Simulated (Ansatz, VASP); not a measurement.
KCl in VASP and in Ansatz

```
CELL_PARAMETERS angstrom
0.00000 3.11344 3.11344
3.11344 0.00000 3.11344
3.11344 3.11344 0.00000
ATOMIC_POSITIONS crystal
K 0.00000 0.00000 0.00000
Cl 0.50000 0.50000 0.50000
```

Change from the starting cell: volume scaled by 0.96, crystal datasets.

Alike in both runs: task electric field gradients; functional PBEsol; k mesh 7 × 7 × 7; occupations fermi-dirac, width 0.03 eV; no spin polarisation.

|  | VASP | Ansatz |
| --- | --- | --- |
| version | VASP 6.6.1 | Ansatz 0.2.0 |
| potentials or method | VASP PAW PBE potentials, release 64 (K_sv, Cl), cutoff 520 eV | all-electron PAW with datasets made for the crystal, scalar-relativistic |

```tsv
	VASP	Ansatz	Ansatz less VASP
gap on the k mesh at the Fermi level (eV)	5.12	5.13	+0.004
pressure (GPa)	0.2	0.2	-0.05
```

VASP's potentials were made for PBE, not for PBEsol. Ansatz ran all-electron here, and VASP with PAW potentials.
